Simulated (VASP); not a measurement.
# BaTiO3 (P4/mmm) in VASP: further runs

Runs on BaTiO3. Level: PBE. Tasks: single point.

Program: VASP 6.6.1. These are calculated values, not measurements. Logs are shortened: lines on timing, memory, paths and dates and some standing lists are left out, and cuts for length are marked.

## 1. The cell of the first run

The structure is tetragonal, space group P4/mmm (No. 123). Conventional cell: a = 4.243 Å, b = 4.243 Å, c = 3.607 Å, α = 90.00°, β = 90.00°, γ = 90.00°. Within 3.7 Å of Ba (site symmetry 4/mmm) lie 12 O at 2.78 to 3.00 Å and 8 Ti at 3.50 Å and 2 Ba at 3.61 Å. Within 2.4 Å of Ti (site symmetry 4/mmm) lie 6 O at 1.80 to 2.12 Å. Within 2.4 Å of O (site symmetry 4/mmm) lie 2 Ti at 1.80 Å. O (site symmetry mmm) has 2 Ti at 2.12 Å and 4 Ba at 2.78 Å and 4 O at 2.78 Å within 2.8 Å.

## 2. Single point, PBE

Input file INCAR:

```
SYSTEM = BaTiO3
PREC = Accurate
ENCUT = 520
EDIFF = 1E-6
ISMEAR = 0
SIGMA = 0.05
LREAL = .FALSE.
LASPH = .TRUE.
NELM = 60
ALGO = Normal
ISIF = 2
LWAVE = .FALSE.
LCHARG = .TRUE.
GGA = PE
LELF = .TRUE.
LVHAR = .TRUE.
NBANDS = 28
```

Input file KPOINTS:

```
regular mesh
0
G
  8 8 8
  0 0 0
```

Input file POSCAR:

```
BaTiO3
1.0
    4.2429712129      0.0000000000      0.0000000000
    0.0000000000      4.2429712129      0.0000000000
    0.0000000000      0.0000000000      3.6065699116
Ba Ti O
1 1 3
Direct
    0.0000000000      0.0000000000      0.0000000000
    0.5000000000      0.5000000000      0.5000000000
    0.5000000000      0.5000000000      0.0000000000
    0.5000000000      0.0000000000      0.5000000000
    0.0000000000      0.5000000000      0.5000000000
```

Potentials or basis: VASP PAW PBE potentials, release 64 (Ba_sv, Ti_sv, O).

The run is started by

```console
> cat potpaw_PBE.64/Ba_sv/POTCAR potpaw_PBE.64/Ti_sv/POTCAR potpaw_PBE.64/O/POTCAR > POTCAR
> mpirun -np 1 vasp_std > vasp.out
```

OUTCAR:

```text
SYSTEM = BaTiO3
   PREC = Accurate
   ENCUT = 520
   EDIFF = 1E-6
   ISMEAR = 0
   LREAL = .FALSE.
   LASPH = .TRUE.
   NELM = 60
   ISIF = 2
   GGA = PE

 ion  position               nearest neighbor table
   1  0.000  0.000  0.000-   4 2.78   5 2.78   4 2.78   5 2.78   5 2.78   5 2.78   4 2.78   4 2.78
                             3 3.00   3 3.00   3 3.00   3 3.00   2 3.50   2 3.50   2 3.50   2 3.50
   2  0.500  0.500  0.500-   3 1.80   3 1.80   5 2.12   4 2.12   4 2.12   5 2.12   1 3.50   1 3.50
                             1 3.50   1 3.50   1 3.50   1 3.50   1 3.50   1 3.50
   3  0.500  0.500  0.000-   2 1.80   2 1.80   1 3.00   1 3.00   1 3.00   1 3.00
   4  0.500  0.000  0.500-   2 2.12   2 2.12   1 2.78   1 2.78   1 2.78   1 2.78
   5  0.000  0.500  0.500-   2 2.12   2 2.12   1 2.78   1 2.78   1 2.78   1 2.78

  LATTYP: Found a simple tetragonal cell.
 ALAT       =     4.2429712129
 C/A-ratio  =     0.8500104598

  Lattice vectors:

 A1 = (   4.2429712129,   0.0000000000,   0.0000000000)
 A2 = (   0.0000000000,   4.2429712129,   0.0000000000)
 A3 = (   0.0000000000,   0.0000000000,   3.6065699116)

Analysis of symmetry for initial positions (statically):
=====================================================================
 Subroutine PRICEL returns:
 Original cell was already a primitive cell.

 Routine SETGRP: Setting up the symmetry group for a
 simple tetragonal supercell.

 Subroutine GETGRP returns: Found 16 space group operations
 (whereof 16 operations were pure point group operations)
 out of a pool of 16 trial point group operations.

The static configuration has the point symmetry D_4h.

Analysis of symmetry for dynamics (positions and initial velocities):
=====================================================================
 Subroutine PRICEL returns:
 Original cell was already a primitive cell.

 Routine SETGRP: Setting up the symmetry group for a
 simple tetragonal supercell.

 Subroutine GETGRP returns: Found 16 space group operations
 (whereof 16 operations were pure point group operations)
 out of a pool of 16 trial point group operations.

The dynamic configuration has the point symmetry D_4h.

 Subroutine INISYM returns: Found 16 space group operations
 (whereof 16 operations are pure point group operations),
 and found     1 'primitive' translations

[... 92 lines left out ...]
   ISTART =      0    job   : 0-new  1-cont  2-samecut
   ICHARG =      2    charge: 1-file 2-atom 10-const
   ISPIN  =      1    spin polarized calculation?
   LNONCOLLINEAR =      F non collinear calculations
   LSORBIT =      F    spin-orbit coupling
   LASPH  =      T    aspherical Exc in radial PAW
   ENCUT  =  520.0 eV  38.22 Ry    6.18 a.u.   7.89  7.89  6.71*2*pi/ulx,y,z
   NELM   =     60;   NELMIN=  2; NELMDL= -5     # of ELM steps
   EDIFF  = 0.1E-05   stopping-criterion for ELM
   LREAL  =      F    real-space projection
[... 7 lines left out ...]
   TEBEG  =    0.0;   TEEND  =   0.0 temperature during run
   PSTRESS=    0.0 pullay stress
   NELECT =      40.0000    total number of electrons
   NUPDOWN=      -1.0000    fix difference up-down
   EMIN   =  10.00;   EMAX   =-10.00  energy-range for DOS
   EFERMI =   0.00;   METHOD = LEGACY
   ISMEAR =     0;   SIGMA  =   0.05  broadening in eV -4-tet -1-fermi 0-gaus
   EFERMI_NEDOS =   21; number of points for ismear=-14 and -15
   IALGO  =     38    algorithm
   IMIX   =      4    mixing-type and parameters
     AMIX     =   0.40;   BMIX     =  1.00
     AMIX_MAG =   1.60;   BMIX_MAG =  1.00
  volume/ion in A,a.u.               =      12.99        87.63
  Fermi-wavevector in a.u.,A,eV,Ry     =   1.392996  2.632381 26.401274  1.940439
  Thomas-Fermi vector in A             =   2.516685
   LORBIT       =      0    0 simple, 1 ext, 2 COOP (PROOUT), +10 PAW based schemes
   GGA     = PE    functional components
   LHFCALC =     F    Hartree Fock is set to
   AEXX    =    0.0000 exact exchange contribution
   IVDW    =     0    specifies the selected vdW correction
   LEPSILON=     F    determine dielectric tensor
   LRPA    =     F    only Hartree local field effects (RPA)
 non-spin polarized calculation
 Gauss-broadening in eV      SIGMA  =   0.05
  energy-cutoff  :      520.00
  volume of cell :       64.93
 maximum number of plane-waves:      1774
 NGX is ok and might be reduce to    32

 number of electron      39.9999992 magnetization

 Free energy of the ion-electron system (eV)
  ---------------------------------------------------
  ext. energy  EPLUGINS =         0.00000000
  ---------------------------------------------------
  free energy    TOTEN  =       -39.17602691 eV

  energy without entropy =      -39.17602691  energy(sigma->0) =      -39.17602691

 E-fermi :   4.1355     XC(G=0): -11.1811

 val. band max:        3.8760147548   @ k =   0.5000   0.5000   0.5000
 cond. band min:       5.2947983291   @ k =   0.0000   0.0000   0.0000
 fundamental gap:      1.4187835743
 Fermi energy:         4.1354513737

 k-point     1 :       0.0000    0.0000    0.0000
  band No.  band energies     occupation
      1     -52.8738      2.00000
      2     -29.2295      2.00000
      3     -29.0626      2.00000
      4     -29.0626      2.00000
      5     -21.1589      2.00000
      6     -13.8585      2.00000
[... 733 lines left out ...]
     27      11.7417      0.00000
     28      12.0228      0.00000

 [... further k-points ...]

------------------------ aborting loop because EDIFF is reached ----------------------------------------

  FORCE on cell =-STRESS in cart. coord.  units (eV):
  Direction    XX          YY          ZZ          XY          YZ          ZX
  --------------------------------------------------------------------------------------
  -------------------------------------------------------------------------------------
  Total       -2.2665064     -2.2665064     14.3973919      0.0000000      0.0000000      0.0000000
  in kB      -55.9284781    -55.9284781    355.2711016      0.0000000      0.0000000      0.0000000
  external PRESSURE =      81.1380484 kB  Pullay stress =       0.0000000 kB

 VOLUME and BASIS-vectors are now :
 -----------------------------------------------------------------------------
  energy-cutoff  :      520.00
  volume of cell :       64.93
      direct lattice vectors                 reciprocal lattice vectors
     4.242971213  0.000000000  0.000000000     0.235683899  0.000000000  0.000000000
     0.000000000  4.242971213  0.000000000     0.000000000  0.235683899  0.000000000
     0.000000000  0.000000000  3.606569912     0.000000000  0.000000000  0.277271764

 POSITION                                       TOTAL-FORCE (eV/Angst)
 -----------------------------------------------------------------------------------
      0.00000      0.00000      0.00000         0.000000      0.000000      0.000000
      2.12149      2.12149      1.80328         0.000000      0.000000      0.000000
      2.12149      2.12149      0.00000         0.000000      0.000000      0.000000
      2.12149      0.00000      1.80328         0.000000      0.000000      0.000000
      0.00000      2.12149      1.80328         0.000000      0.000000      0.000000
 -----------------------------------------------------------------------------------
    total drift:                                0.000000     -0.000000     -0.000000

  FREE ENERGIE OF THE ION-ELECTRON SYSTEM (eV)
  ---------------------------------------------------
  free  energy   TOTEN  =       -39.1760269102 eV

  energy  without entropy=      -39.1760269102  energy(sigma->0) =      -39.17602691
```

stdout:

```text
POSCAR found type information on POSCAR BaTiO
 POSCAR found :  3 types and       5 ions
 scaLAPACK will be used
 LDA part: xc-table for (Slater+PW92), standard interpolation
 POSCAR, INCAR and KPOINTS ok, starting setup
 FFT: planning ... GRIDC
 FFT: planning ... GRID_SOFT
 FFT: planning ... GRID
 WAVECAR not read
 entering main loop
```

Wall time 3 min (1 thread of Intel Xeon 8259CL, shared host); peak memory 0.27 GiB.

What came out:

```yaml
Free_energy: -39.1760 eV
Pressure: 8.1 GPa
Band_gap_on_the_k_mesh: 1.42 eV (least direct gap 1.54 eV)
```

Caveat: the cell stands under pressure; spin-orbit coupling is left out, which moves the levels of the heavy elements. A k mesh can miss the band edges.

## 3. Single point, PBE

This run uses another cell than the first one, of the same volume but with other edges.

Input file INCAR:

```
SYSTEM = BaTiO3
  ALGO = Normal
  EDIFF = 1E-6
  ENCUT = 520
  GGA = PE
  ISIF = 2
  ISMEAR = 0
  LASPH = .True.
  LCHARG = .True.
  LELF = .True.
  LREAL = .False.
  LVHAR = .True.
  LWAVE = .False.
  NBANDS = 28
  NELM = 100
  PREC = Accurate
  SIGMA = 0.05
```

Input file KPOINTS:

```
k-points
0
Gamma
  8 8 8
  0 0 0
```

POSCAR: that of step 2 with these lines changed.

```diff
@@ -2,5 +2,5 @@
 1.0
-    4.2429712129      0.0000000000      0.0000000000
-    0.0000000000      4.2429712129      0.0000000000
-    0.0000000000      0.0000000000      3.6065699116
+    3.7822419899      0.0000000000      0.0000000000
+    0.0000000000      3.7822419899      0.0000000000
+    0.0000000000      0.0000000000      4.5387462394
 Ba Ti O
```

Potentials or basis: VASP PAW PBE potentials, release 64 (Ba_sv, Ti_sv, O).

The run is started by

```console
> cat potpaw_PBE.64/Ba_sv/POTCAR potpaw_PBE.64/Ti_sv/POTCAR potpaw_PBE.64/O/POTCAR > POTCAR
> mpirun -np 1 vasp_std > vasp.out
```

It took 3.7 min on 1 thread of Intel Xeon 8259CL, shared host; peak memory 0.27 GiB.

Results (log left out):

| Item | Value |
| --- | --- |
| Free energy | -39.2149 eV |
| Pressure | 9.5 GPa |
| Band gap on the k mesh | 1.41 eV (least direct gap 1.70 eV) |

Stress tensor (GPa, compression positive):
```
 19.82   0.00   0.00
  0.00  19.82   0.00
  0.00   0.00 -11.10
```

Levels at points of the mesh, in eV from the valence-band top:
```csv
k point,band 16,band 17,band 18,band 19,band 20,band 21,band 22,band 23,band 24,band 25
"(0.00, 0.00, 0.00)",-0.99,-0.99,-0.61,-0.29,-0.29,1.41,1.41,1.70,2.75,3.95
"(0.50, 0.00, 0.00)",-2.54,-2.34,-1.99,-1.21,-0.89,1.62,3.01,3.72,3.82,6.35
"(0.50, 0.50, 0.00)",-3.63,-1.85,-0.23,-0.23,-0.02,3.41,3.73,3.73,4.36,8.21
"(0.00, 0.00, 0.50)",-2.11,-0.97,-0.97,-0.82,-0.82,1.75,2.37,2.37,4.41,4.78
"(0.50, 0.00, 0.50)",-2.28,-1.91,-1.79,-1.65,-0.92,2.39,3.74,3.82,4.69,6.60
"(0.50, 0.50, 0.50)",-2.78,-2.78,-0.07,-0.07,0.00,3.91,3.91,4.53,5.70,5.70
```

Caveat: the cell stands under pressure; spin-orbit coupling is left out, which moves the levels of the heavy elements.
